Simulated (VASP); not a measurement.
Crystal: SbS3.

```
Sb S
1.0
    -2.77038    2.77038    2.77038
     2.77038   -2.77038    2.77038
     2.77038    2.77038   -2.77038
Sb S
1 3
Direct
  0.00000 0.00000 0.00000
  0.00000 0.50000 0.50000
  0.50000 0.00000 0.50000
  0.50000 0.50000 0.00000
```

- Program: VASP 6.6.1
- Task: relaxation of cell and atoms
- Functional: PBE
- Potentials or basis: VASP PAW PBE potentials, release 64 (Sb, S)
- Cutoff: 600 eV
- k mesh: 12 × 12 × 12
- Occupations: gaussian, width 0.1 eV
- Spin: no spin polarisation

At the start: pressure -1.5 GPa; volume 21.26 Å³/atom.

Task: How do energy, volume and symmetry change on relaxing?

Result: Over 3 steps the energy falls by 2.1 meV/atom and the volume is 20.83 Å³/atom (-2.1 %); space group Im-3m (No. 229, to 0.05 Å).

Step by step:
| step | energy change (eV) | largest force (eV/Å) | pressure (GPa) | volume (Å³) |
| --- | --- | --- | --- | --- |
| 1 | 0.0000 | 0.0000 | -1.48 | 85.05 |
| 2 | -0.0070 | 0.0000 | 0.60 | 82.65 |
| 3 | -0.0082 | 0.0000 | 0.00 | 83.31 |

Final structure:
```cif
data_structure
_symmetry_space_group_name_H-M 'P 1'
_symmetry_Int_Tables_number 1
_cell_length_a 4.7654
_cell_length_b 4.7654
_cell_length_c 4.7654
_cell_angle_alpha 109.471
_cell_angle_beta 109.471
_cell_angle_gamma 109.471
_cell_volume 83.31
loop_
_atom_site_label
_atom_site_type_symbol
_atom_site_fract_x
_atom_site_fract_y
_atom_site_fract_z
_atom_site_occupancy
Sb1 Sb 0.00000 0.00000 0.00000 1
S1 S 0.00000 0.50000 0.50000 1
S2 S 0.50000 0.00000 0.50000 1
S3 S 0.50000 0.50000 0.00000 1
```
